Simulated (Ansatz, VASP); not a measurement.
# Si3N: VASP beside Ansatz

```xyz
8
Lattice="3.8333 0.0000 0.0000 0.0000 5.4212 0.0000 0.0000 0.0000 22.4878" Properties=species:S:1:pos:R:3 pbc="T T T"
Si    1.9167    0.0000    4.0000
Si    0.0000    1.3553    4.0000
Si    0.0000    2.7316    5.8663
Si    1.9167    4.0448    5.8663
Si    1.9167    0.0466    7.6878
Si    0.0000    1.3087    7.6878
N     1.9167    4.5643   11.3878
N     1.9167    4.5643   12.4878
```

Alike in both runs: task single point; functional PBE; dispersion D3(BJ); k mesh 7 × 5 × 1; occupations gaussian, width 0.05 eV; no spin polarisation.

```csv
,VASP,Ansatz
version,VASP 6.6.1,Ansatz 0.2.0
potentials or method,"VASP PAW PBE potentials, release 64 (Si, N), cutoff 520 eV","scalar-relativistic, plane waves, PAW"
valence electrons in the cell,34,34
```

Ansatz gave:

```
gap on the k mesh at the Fermi level (eV) : none
rms of the force components (eV/Å)        : 0.188
```

Problem. What did VASP give for the same quantities?

Solution. gap on the k mesh at the Fermi level (eV): none; rms of the force components (eV/Å): 0.633.

Atom by atom the forces differ by 0.519 eV/Å (rms over components). A gap of «none» marks a metal or a gap that the smearing closes. One of these differences is far larger than is usual between the two programs; its cause wasn't traced.

Noted on VASP's run: the standard files for N, O and F lose accuracy on very short bonds.
